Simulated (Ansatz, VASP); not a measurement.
TaAs: VASP beside Ansatz

```
Ta As
1.0
    -1.73178    1.73178    5.86586
     1.73178   -1.73178    5.86586
     1.73178    1.73178   -5.86586
Ta As
2 2
Cartesian
  1.7318 0.0000 5.8681
  0.0000 0.0000 8.8011
  1.7318 0.0000 0.9668
  0.0000 0.0000 3.8997
```

Alike in both runs: functional PBE; k mesh 18 × 18 × 18; occupations gaussian, width 0.1 eV; no spin polarisation.

Ansatz relaxed the structure, and its values are those at the end. VASP's run is a single point on that final structure, the one shown.

|  | VASP | Ansatz |
| --- | --- | --- |
| version | VASP 6.6.1 | Ansatz 0.2.0 |
| potentials or method | VASP PAW PBE potentials, release 64 (Ta_pv, As), cutoff 520 eV | scalar-relativistic, plane waves, PAW |
| valence electrons in the cell | 32 | 56 |

```tsv
	VASP	Ansatz	Ansatz less VASP
gap on the k mesh at the Fermi level (eV)	none	none	-
pressure (GPa)	0.4	0.0	-0.43
```

A gap of «none» marks a metal or a gap that the smearing closes. VASP's potentials hold 32 valence electrons a cell and Ansatz's 56, so a difference there can come from the potentials and not from the codes.

Spin-orbit coupling is off throughout.
